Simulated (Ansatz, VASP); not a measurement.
## As in VASP and in Ansatz

```
As
1.0
     3.61164    0.00000    0.00000
    -1.80582    3.12778    0.00000
     0.00000    0.00000    5.40729
As
2
Cartesian
  0.0000 2.0852 4.7126
  1.8058 1.0426 0.6947
```

Alike in both runs: functional PBE; k mesh 18 × 18 × 12; occupations gaussian, width 0.1 eV; no spin polarisation.

Ansatz relaxed the structure, and its values are those at the end. VASP's run is a single point on that final structure, the one shown.

```csv
,VASP,Ansatz
version,VASP 6.6.1,Ansatz 0.2.0
potentials or method,"VASP PAW PBE potentials, release 64 (As_d), cutoff 510 eV","scalar-relativistic, plane waves, PAW"
valence electrons in the cell,30,30
```

Ansatz gave:

```
gap on the k mesh at the Fermi level (eV) : 0.80
least direct gap on the mesh (eV)         : 1.22
pressure (GPa)                            : 0.0
rms of the force components (eV/Å)        : 0.001
```

**Question.** What did VASP give for the same quantities?

**Answer.** gap on the k mesh at the Fermi level (eV): 0.79; least direct gap on the mesh (eV): 1.20; pressure (GPa): 0.0; rms of the force components (eV/Å): 0.017.
